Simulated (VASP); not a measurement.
Hf3Si2F:

```
Hf Si F
1.0
     4.50264    0.00000    0.00000
    -2.25132    3.89940    0.00000
     0.00000    0.00000    5.89600
Hf Si F
3 2 1
Cartesian
  0.0000 0.0000 2.9480
  0.0000 2.5996 0.0000
  0.0000 2.5996 2.9480
  2.2513 1.2998 1.6741
  2.2513 1.2998 4.2219
  0.0000 0.0000 0.0000
```

| Item | Value |
| --- | --- |
| Program | VASP 6.6.1 |
| Task | relaxation of cell and atoms |
| Functional | PBE |
| Potentials or basis | VASP PAW PBE potentials, release 64 (Hf_pv, Si, F) |
| Cutoff | 600 eV |
| k mesh | 6 × 6 × 4 |
| Occupations | gaussian, width 0.1 eV |
| Spin | no spin polarisation |

At the start: pressure 0.0 GPa; volume 17.25 Å³/atom.

Task: How do energy, volume and symmetry change on relaxing?

Result: Over 6 steps the energy falls by 3.8 meV/atom and the volume is 17.18 Å³/atom (-0.4 %); space group P-6m2 (No. 187, to 0.05 Å).

The path:
| step | energy change (eV) | largest force (eV/Å) | pressure (GPa) | volume (Å³) |
| --- | --- | --- | --- | --- |
| 1 | 0.0000 | 0.0487 | 0.00 | 103.52 |
| 2 | -0.0163 | 0.0642 | -0.15 | 103.51 |
| 3 | -0.0212 | 0.1013 | -0.24 | 103.49 |
| 4 | -0.0223 | 0.0701 | 0.16 | 103.04 |
| 5 | -0.0224 | 0.0625 | 0.26 | 102.93 |
| 6 | -0.0229 | 0.0062 | -0.03 | 103.10 |

Final structure:
```
CELL_PARAMETERS angstrom
4.54498 0.00000 0.00000
-2.27249 3.93606 0.00000
0.00000 0.00000 5.76302
ATOMIC_POSITIONS crystal
Hf 0.00000 0.00000 0.50000
Hf 0.33333 0.66667 0.00000
Hf 0.33333 0.66667 0.50000
Si 0.66667 0.33333 0.28066
Si 0.66667 0.33333 0.71934
F 0.00000 0.00000 0.00000
```

Caveat: an odd number of electrons without spin polarisation forces a metal; a magnetic or distorted state may lie lower.
